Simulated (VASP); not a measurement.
Here is a VASP 6.6.1 calculation.

INCAR

```
SYSTEM = Sn
PREC     = Accurate       ! precision mode
ENCUT    = 520            ! plane-wave cutoff, eV
EDIFF    = 1E-6           ! SCF threshold, eV
ISMEAR   = -1             ! smearing method
SIGMA    = 0.1            ! smearing width, eV
LREAL    = .FALSE.        ! projectors in reciprocal space
LASPH    = .TRUE.         ! aspherical terms in the spheres
NELM     = 100            ! most SCF steps
ALGO     = Normal         ! electronic algorithm
ISIF     = 2              ! what is computed and relaxed
LWAVE    = .FALSE.        ! write WAVECAR
LCHARG   = .FALSE.        ! write CHGCAR
GGA      = CA             ! functional
NBANDS   = 36             ! bands
```

KPOINTS

```
regular mesh
0
G
  12 12 4
  0 0 0
```

Contents of POSCAR:

```
Sn
1.0
    3.4254985720      0.0000000000      0.0000000000
   -1.7127492860      2.9665687839      0.0000000000
    0.0000000000      0.0000000000     11.3258085241
Sn
4
Direct
    1.0000000000      0.0000000000      0.0000000000
    1.0000000000      0.0000000000      0.5000000000
    0.3333333333      0.6666666667      0.2500000000
    0.6666666667      0.3333333333      0.7500000000
```

Potentials or basis: VASP PAW LDA potentials, release 64 (Sn_d).

Command:

```bash
$ cat potpaw_LDA.64/Sn_d/POTCAR > POTCAR
$ mpirun -np 1 vasp_std > vasp.out
```

**Question.** Predict the pressure.

**Answer.** -4.9 GPa.

**Question.** What does it give for the band gap on the k mesh?

**Answer.** Zero (bands 28 and 29 overlap by 7.83 eV).

Stress tensor (GPa, compression positive):
```
-4.87  0.00  0.00
 0.00 -4.87  0.00
 0.00  0.00 -4.96
```

Caveat: the cell stands under tension; spin-orbit coupling is left out, which moves the levels of the heavy elements.
